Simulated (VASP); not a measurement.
Write the native input for VASP 6.6.1 that does the following.

```yaml
Task: single point
Functional: PBE
Potentials_or_basis: VASP PAW PBE potentials, release 64 (Pt)
Cutoff: 520 eV
k_mesh: 9 × 9 × 9
Occupations: fermi-dirac, width 0.05 eV
Spin: non-collinear spin, zero start, spin-orbit coupling
Starting_moments: "[[0.0, 0.0, 0.0]] μB"
Dipole_correction: no
Further_INCAR_settings: ALGO = Normal; EDIFF = 1e-06; NBANDS = 21
```

The structure of Pt lies in POSCAR:

```
Pt
1.0
    0.0000000000      1.9609000000      1.9609000000
    1.9609000000      0.0000000000      1.9609000000
    1.9609000000      1.9609000000      0.0000000000
Pt
1
Direct
    0.0000000000      0.0000000000      0.0000000000
```

These files were run (other wordings do the same):

INCAR

```
SYSTEM = Pt
  PREC = Accurate
  ENCUT = 520
  EDIFF = 1E-6
  ISMEAR = -1
  SIGMA = 0.05
  LREAL = .False.
  LASPH = .True.
  NELM = 150
  ALGO = Normal
  ISIF = 2
  LWAVE = .False.
  LCHARG = .True.
  MAGMOM = 0 0 0
  LORBIT = 11
  LSORBIT = .True.
  GGA_COMPAT = .False.
  LORBMOM = .True.
  LMAXMIX = 4
  GGA = PE
  LVHAR = .True.
  NBANDS = 21
```

KPOINTS

```
Automatic mesh
0
Gamma
  9 9 9
  0 0 0
```

Potentials or basis: VASP PAW PBE potentials, release 64 (Pt).

The run is started by

```console
$ cat potpaw_PBE.64/Pt/POTCAR > POTCAR
$ mpirun -np 1 vasp_ncl > vasp.out
```

It gave:

```
Pressure                                              : 9.7 GPa
Net moment                                            : 0.00 μB per cell
Valence electrons inside the program's atomic spheres : Pt 9.30
```

It took 26 s on 1 thread of Intel Xeon 6975P-C (shared host), peak memory 0.19 GiB.
